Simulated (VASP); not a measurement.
# B3W (P4mm) in VASP: further runs

B3W is run at these levels: PBE; tasks: single point, relaxation of cell and atoms.

Program: VASP 6.6.1. These are calculated values, not measurements. Logs are shortened: lines on timing, memory, paths and dates and some standing lists are left out, and cuts for length are marked.

**1. The cell of the first run**

It takes space group P4mm (No. 99, tetragonal). The conventional cell has a = 2.921 Å, b = 2.921 Å, c = 3.931 Å, α = 90.00°, β = 90.00°, γ = 90.00°. B (site symmetry 4mm) has 4 B at 1.82 Å and 4 W at 2.32 Å within 2.4 Å. B (site symmetry 2mm) has 6 B at 1.82 to 2.07 Å and 2 W at 2.31 Å within 2.4 Å. W (site symmetry 4mm) has 12 B at 2.31 to 2.59 Å and 4 W at 2.92 Å within 3.1 Å.

**2. Single point, PBE**

INCAR

```
SYSTEM = B3W
PREC = Accurate
ENCUT = 520
EDIFF = 1E-7
ISMEAR = 0
SIGMA = 0.1
LREAL = .False.
LASPH = .True.
NELM = 60
ALGO = Normal
ISIF = 2
LWAVE = .False.
LCHARG = .False.
GGA = PE
NBANDS = 20
```

KPOINTS

```
regular mesh
0
Gamma
  16 16 12
  0 0 0
```

POSCAR

```
B3W
1.0
    2.9210642982      0.0000000000      0.0000000000
    0.0000000000      2.9210642982      0.0000000000
    0.0000000000      0.0000000000      3.9309048486
B W
3 1
Direct
    0.5000000000      0.5000000000      0.1777290919
    0.0000000000      0.5000000000      0.4556297385
    0.5000000000      0.0000000000      0.4556297385
    0.0000000000      0.0000000000      0.9110158072
```

Potentials or basis: VASP PAW PBE potentials, release 64 (B, W_sv).

Run with:

```sh
cat potpaw_PBE.64/B/POTCAR potpaw_PBE.64/W_sv/POTCAR > POTCAR
mpirun -np 1 vasp_std > vasp.out
```

OUTCAR:

```text
SYSTEM = B3W
   PREC = Accurate
   ENCUT = 520
   EDIFF = 1E-7
   ISMEAR = 0
   LREAL = .False.
   LASPH = .True.
   NELM = 60
   ISIF = 2
   GGA = PE

 ion  position               nearest neighbor table
   1  0.500  0.500  0.178-   2 1.82   3 1.82   3 1.82   2 1.82   4 2.32   4 2.32   4 2.32   4 2.32

   2  0.000  0.500  0.456-   1 1.82   1 1.82   3 2.07   3 2.07   3 2.07   3 2.07   4 2.31   4 2.31
                             4 2.59   4 2.59
   3  0.500  0.000  0.456-   1 1.82   1 1.82   2 2.07   2 2.07   2 2.07   2 2.07   4 2.31   4 2.31
                             4 2.59   4 2.59
   4  0.000  0.000  0.911-   2 2.31   3 2.31   2 2.31   3 2.31   1 2.32   1 2.32   1 2.32   1 2.32
                             3 2.59   2 2.59   3 2.59   2 2.59

  LATTYP: Found a simple tetragonal cell.
 ALAT       =     2.9210642982
 C/A-ratio  =     1.3457097987

  Lattice vectors:

 A1 = (   2.9210642982,   0.0000000000,   0.0000000000)
 A2 = (   0.0000000000,   2.9210642982,   0.0000000000)
 A3 = (   0.0000000000,   0.0000000000,   3.9309048486)

Analysis of symmetry for initial positions (statically):
=====================================================================
 Subroutine PRICEL returns:
 Original cell was already a primitive cell.

 Routine SETGRP: Setting up the symmetry group for a
 simple tetragonal supercell.

 Subroutine GETGRP returns: Found  8 space group operations
 (whereof  8 operations were pure point group operations)
 out of a pool of 16 trial point group operations.

The static configuration has the point symmetry C_4v.

Analysis of symmetry for dynamics (positions and initial velocities):
=====================================================================
 Subroutine PRICEL returns:
 Original cell was already a primitive cell.

 Routine SETGRP: Setting up the symmetry group for a
 simple tetragonal supercell.

 Subroutine GETGRP returns: Found  8 space group operations
 (whereof  8 operations were pure point group operations)
 out of a pool of 16 trial point group operations.

The dynamic configuration has the point symmetry C_4v.

 Subroutine INISYM returns: Found  8 space group operations
 (whereof  8 operations are pure point group operations),
 and found     1 'primitive' translations

----------------------------------------------------------------------------------------

                                     Primitive cell

  volume of cell :      33.5409

  direct lattice vectors                    reciprocal lattice vectors
     2.921064298  0.000000000  0.000000000     0.342340975  0.000000000  0.000000000
     0.000000000  2.921064298  0.000000000     0.000000000  0.342340975  0.000000000
     0.000000000  0.000000000  3.930904849     0.000000000  0.000000000  0.254394354

  length of vectors
     2.921064298  2.921064298  3.930904849     0.342340975  0.342340975  0.254394354

  position of ions in fractional coordinates (direct lattice)
     0.500000000  0.500000000  0.177729092
     0.000000000  0.500000000  0.455629739
     0.500000000  0.000000000  0.455629739
     0.000000000  0.000000000  0.911015807

  ion indices of the primitive-cell ions
   primitive index   ion index
                 1           1
                 2           2
                 3           3
                 4           4

----------------------------------------------------------------------------------------

 KPOINTS: regular mesh

Automatic generation of k-mesh.
 Grid dimensions read from file:
 generate k-points for:   16   16   12

 Generating k-lattice:

  Cartesian coordinates                     Fractional coordinates (reciprocal lattice)
     0.021396311  0.000000000  0.000000000     0.062500000  0.000000000  0.000000000
     0.000000000  0.021396311  0.000000000     0.000000000  0.062500000  0.000000000
     0.000000000  0.000000000  0.021199530     0.000000000  0.000000000  0.083333333

  Length of vectors
     0.021396311  0.021396311  0.021199530

  Shift w.r.t. Gamma in fractional coordinates (k-lattice)
     0.000000000  0.000000000  0.000000000

 Subroutine IBZKPT returns following result:
 ===========================================

 Found    315 irreducible k-points:

 Following reciprocal coordinates:
            Coordinates               Weight
  0.000000  0.000000  0.000000      1.000000
  0.062500  0.000000  0.000000      4.000000
  0.125000  0.000000  0.000000      4.000000
  0.187500  0.000000  0.000000      4.000000
  0.250000  0.000000  0.000000      4.000000
  0.312500  0.000000  0.000000      4.000000
[... 16 lines left out ...]
  0.437500  0.125000  0.000000      8.000000
  0.500000  0.125000  0.000000      4.000000
 [... further k-points ...]
   k-points           NKPTS =    315   k-points in BZ     NKDIM =    315   number of bands    NBANDS=     20
   number of dos      NEDOS =    301   number of ions     NIONS =      4
   total plane-waves  NPLWV =  17280
   dimension x,y,z NGX =    24 NGY =   24 NGZ =   30
   dimension x,y,z NGXF=    48 NGYF=   48 NGZF=   60
   ions per type =               3   1
   NGX,Y,Z   is equivalent  to a cutoff of  13.66, 13.66, 12.69 a.u.
   NGXF,Y,Z  is equivalent  to a cutoff of  27.32, 27.32, 25.38 a.u.
 SYSTEM =  B3W
   PREC   = accura    normal or accurate (medium, high low for compatibility)
   ISTART =      0    job   : 0-new  1-cont  2-samecut
   ICHARG =      2    charge: 1-file 2-atom 10-const
   ISPIN  =      1    spin polarized calculation?
   LNONCOLLINEAR =      F non collinear calculations
   LSORBIT =      F    spin-orbit coupling
   LASPH  =      T    aspherical Exc in radial PAW
   ENCUT  =  520.0 eV  38.22 Ry    6.18 a.u.   5.43  5.43  7.31*2*pi/ulx,y,z
   NELM   =     60;   NELMIN=  2; NELMDL= -5     # of ELM steps
   EDIFF  = 0.1E-06   stopping-criterion for ELM
   LREAL  =      F    real-space projection
   EDIFFG = 0.1E-05   stopping-criterion for IOM
   NSW    =      0    number of steps for IOM
   IBRION =     -1    ionic relax: 0-MD 1-quasi-New 2-CG
   NFREE  =      0    steps in history (QN), initial steepest desc. (CG)
   ISIF   =      2    stress and relaxation
   ISYM   =      2    0-nonsym 1-usesym 2-fastsym
   POTIM  = 0.5000    time-step for ionic-motion
   TEBEG  =    0.0;   TEEND  =   0.0 temperature during run
   PSTRESS=    0.0 pullay stress
   NELECT =      23.0000    total number of electrons
   NUPDOWN=      -1.0000    fix difference up-down
   EMIN   =  10.00;   EMAX   =-10.00  energy-range for DOS
   EFERMI =   0.00;   METHOD = LEGACY
   ISMEAR =     0;   SIGMA  =   0.10  broadening in eV -4-tet -1-fermi 0-gaus
   EFERMI_NEDOS =   21; number of points for ismear=-14 and -15
   IALGO  =     38    algorithm
   IMIX   =      4    mixing-type and parameters
     AMIX     =   0.40;   BMIX     =  1.00
     AMIX_MAG =   1.60;   BMIX_MAG =  1.00
  volume/ion in A,a.u.               =       8.39        56.59
  Fermi-wavevector in a.u.,A,eV,Ry     =   1.443641  2.728086 28.355890  2.084099
  Thomas-Fermi vector in A             =   2.562026
   LORBIT       =      0    0 simple, 1 ext, 2 COOP (PROOUT), +10 PAW based schemes
   GGA     = PE    functional components
   LHFCALC =     F    Hartree Fock is set to
   AEXX    =    0.0000 exact exchange contribution
   IVDW    =     0    specifies the selected vdW correction
   LEPSILON=     F    determine dielectric tensor
   LRPA    =     F    only Hartree local field effects (RPA)
 non-spin polarized calculation
 Gauss-broadening in eV      SIGMA  =   0.10
  energy-cutoff  :      520.00
  volume of cell :       33.54
 maximum number of plane-waves:       926
 NGX is ok and might be reduce to    24
   NGX = 11   NGY = 11   NGZ = 15

 number of electron      23.0000001 magnetization

 Free energy of the ion-electron system (eV)
  ---------------------------------------------------
  ext. energy  EPLUGINS =         0.00000000
  ---------------------------------------------------
  free energy    TOTEN  =       -32.79689979 eV

  energy without entropy =      -32.78972911  energy(sigma->0) =      -32.79331445

 E-fermi :  10.5781     XC(G=0): -13.2290

 val. band max:       10.5765151181   @ k =   0.3125   0.1875   0.2500
 cond. band min:      10.5840288561   @ k =   0.4375   0.3750   0.5000
 fundamental gap:      0.0075137380
 Fermi energy:        10.5780531116

 k-point     1 :       0.0000    0.0000    0.0000
  band No.  band energies     occupation
      1     -63.6506      2.00000
      2     -28.0305      2.00000
      3     -27.7048      2.00000
      4     -27.7048      2.00000
      5      -5.3252      2.00000
      6       3.2315      2.00000
[... 12 lines left out ...]
     19      19.2833      0.00000
     20      21.6574      0.00000

 k-point     2 :       0.0625    0.0000    0.0000
  band No.  band energies     occupation
      1     -63.6496      2.00000
      2     -28.0279      2.00000
      3     -27.7259      2.00000
      4     -27.7028      2.00000
      5      -5.2627      2.00000
      6       3.3048      2.00000
[... 12 lines left out ...]
     19      19.3959      0.00000
     20      21.4424      0.00000

 k-point     3 :       0.1250    0.0000    0.0000
  band No.  band energies     occupation
      1     -63.6467      2.00000
      2     -28.0207      2.00000
      3     -27.7858      2.00000
      4     -27.6974      2.00000
      5      -5.0770      2.00000
      6       3.4880      2.00000
[... 12 lines left out ...]
     19      19.7105      0.00000
     20      20.9748      0.00000

 k-point     4 :       0.1875    0.0000    0.0000
  band No.  band energies     occupation
      1     -63.6423      2.00000
      2     -28.0099      2.00000
      3     -27.8743      2.00000
      4     -27.6892      2.00000
      5      -4.7729      2.00000
      6       3.3063      2.00000
[... 429 lines left out ...]
 k-point    23 :       0.4375    0.1250    0.0000
  band No.  band energies     occupation
      1     -63.6203      2.00000
      2     -28.2096      2.00000
      3     -27.9562      2.00000
      4     -27.7340      2.00000
      5      -2.2957      2.00000
      6      -0.5602      2.00000
[... 12 lines left out ...]
     19      19.0070      0.00000
     20      19.7313      0.00000

 k-point    24 :       0.5000    0.1250    0.0000
  band No.  band energies     occupation
      1     -63.6193      2.00000
      2     -28.2290      2.00000
      3     -27.9537      2.00000
      4     -27.7320      2.00000
      5      -1.6741      2.00000
      6      -1.2667      2.00000
[... 12 lines left out ...]
     19      19.0175      0.00000
     20      19.7213      0.00000

 [... further k-points ...]

------------------------ aborting loop because EDIFF is reached ----------------------------------------

  FORCE on cell =-STRESS in cart. coord.  units (eV):
  Direction    XX          YY          ZZ          XY          YZ          ZX
  --------------------------------------------------------------------------------------
  -------------------------------------------------------------------------------------
  Total        0.0930203      0.0930203      0.0948609      0.0000000      0.0000000     -0.0000000
  in kB        4.4433819      4.4433819      4.5313028      0.0000000      0.0000000     -0.0000000
  external PRESSURE =       4.4726889 kB  Pullay stress =       0.0000000 kB

 VOLUME and BASIS-vectors are now :
 -----------------------------------------------------------------------------
  energy-cutoff  :      520.00
  volume of cell :       33.54
      direct lattice vectors                 reciprocal lattice vectors
     2.921064298  0.000000000  0.000000000     0.342340975  0.000000000  0.000000000
     0.000000000  2.921064298  0.000000000     0.000000000  0.342340975  0.000000000
     0.000000000  0.000000000  3.930904849     0.000000000  0.000000000  0.254394354

 POSITION                                       TOTAL-FORCE (eV/Angst)
 -----------------------------------------------------------------------------------
      1.46053      1.46053      0.69864        -0.000000     -0.000000      0.012396
      0.00000      1.46053      1.79104        -0.000000      0.000000     -0.000376
      1.46053      0.00000      1.79104         0.000000      0.000000     -0.000376
      0.00000      0.00000      3.58112        -0.000000      0.000000     -0.011644
 -----------------------------------------------------------------------------------
    total drift:                                0.000000      0.000000     -0.000104

  FREE ENERGIE OF THE ION-ELECTRON SYSTEM (eV)
  ---------------------------------------------------
  free  energy   TOTEN  =       -32.7968997887 eV

  energy  without entropy=      -32.7897291149  energy(sigma->0) =      -32.79331445
```

Run time: 54 s. Hardware: 1 thread of Intel Xeon 6975P-C (Granite Rapids), shared host; peak memory 0.3 GiB.

Results:

```
Free energy            : -32.7969 eV
Pressure               : 0.4 GPa
Largest force          : 0.012 eV/Å
Band gap on the k mesh : zero (an odd number of electrons rules out a gap without spin polarisation)
```

Forces on the atoms (eV/Å):
```
B    0.000  0.000  0.012
B    0.000  0.000  0.000
B    0.000  0.000  0.000
W    0.000  0.000 -0.012
```

Caveat: spin-orbit coupling is left out, which moves the levels of the heavy elements.

**3. Relaxation of cell and atoms, PBE**

INCAR

```
ALGO = Normal ; EDIFF = 1E-6
EDIFFG = -0.01 ; ENCUT = 600
GGA = PE ; IBRION = 2
ISIF = 3 ; ISMEAR = 0
LASPH = True ; LCHARG = False
LREAL = False ; LWAVE = False
NELM = 100 ; NSW = 100
PREC = Accurate ; SIGMA = 0.1
```

KPOINTS

```
k-points
0
Gamma
  16 16 12
```

POSCAR

```
B3W
1.0
    2.9186643969      0.0000000000      0.0000000000
    0.0000000000      2.9186643969      0.0000000000
    0.0000000000      0.0000000000      3.9341317289
B W
3 1
Direct
    0.5000000000      0.5000000000      0.1781138765
    0.0000000000      0.5000000000      0.4552271363
    0.5000000000      0.0000000000      0.4552271363
    0.0000000000      0.0000000000      0.9114362271
```

Potentials or basis: VASP PAW PBE potentials, release 64 (B, W_sv).

Run with:

```sh
cat potpaw_PBE.64/B/POTCAR potpaw_PBE.64/W_sv/POTCAR > POTCAR
mpirun -np 1 vasp_std > vasp.out
```

Wall time 2.1 min (1 thread of Intel Xeon 6975P-C (Granite Rapids), shared host); peak memory 0.31 GiB.

It converged, with:

- Free energy: -32.8001 eV
- Relaxed volume: 8.40 Å³/atom
- Relaxed cell: a = 2.922 Å, b = 2.922 Å, c = 3.934 Å, α = 90.00°, β = 90.00°, γ = 90.00°
- Space group after relaxing (to 0.1 Å): P4mm (No. 99)
- Energy gained by relaxing: 0.1 meV/atom
- Ionic steps: 6
- Pressure after relaxing: 0.0 GPa
- Largest force after relaxing: 0.007 eV/Å
- Band gap on the k mesh: zero (an odd number of electrons rules out a gap without spin polarisation)

Forces on the atoms (eV/Å):
```
B    0.000  0.000 -0.007
B    0.000  0.000  0.002
B    0.000  0.000  0.002
W    0.000  0.000  0.003
```

The path:
```tsv
step	energy change (eV)	largest force (eV/Å)	pressure (GPa)	volume (Å³)
1	0.0000	0.0774	0.67	33.51
2	-0.0001	0.0295	-0.82	33.68
3	-0.0004	0.0179	-0.17	33.61
4	-0.0004	0.0203	-0.14	33.60
5	-0.0004	0.0182	0.14	33.58
6	-0.0004	0.0068	0.05	33.59
```

Final structure:
```cif
data_structure
_symmetry_space_group_name_H-M 'P 1'
_symmetry_Int_Tables_number 1
_cell_length_a 2.9220
_cell_length_b 2.9220
_cell_length_c 3.9339
_cell_angle_alpha 90.000
_cell_angle_beta 90.000
_cell_angle_gamma 90.000
_cell_volume 33.59
loop_
_atom_site_label
_atom_site_type_symbol
_atom_site_fract_x
_atom_site_fract_y
_atom_site_fract_z
_atom_site_occupancy
B1 B 0.50000 0.50000 0.17802 1
B2 B 0.00000 0.50000 0.45560 1
B3 B 0.50000 0.00000 0.45560 1
W1 W 0.00000 0.00000 0.91077 1
```

Levels at points of the mesh, in eV from the Fermi level:
```tsv
k point	band 10	band 11	band 12	band 13	band 14	band 15
(0.00, 0.00, 0.00)	-4.11	-0.68	-0.68	0.75	2.19	2.83
(0.50, 0.00, 0.00)	-2.65	-2.12	0.45	1.91	2.57	3.99
(0.50, 0.50, 0.00)	-5.14	-5.13	2.72	4.20	4.90	5.72
(0.00, 0.00, 0.50)	-3.44	1.90	2.26	3.42	3.42	4.03
(0.50, 0.00, 0.50)	-1.81	-1.62	-1.60	0.06	3.62	3.70
(0.50, 0.50, 0.50)	-2.86	-2.86	-0.29	3.16	3.16	4.31
```

Caveat: spin-orbit coupling is left out, which moves the levels of the heavy elements.
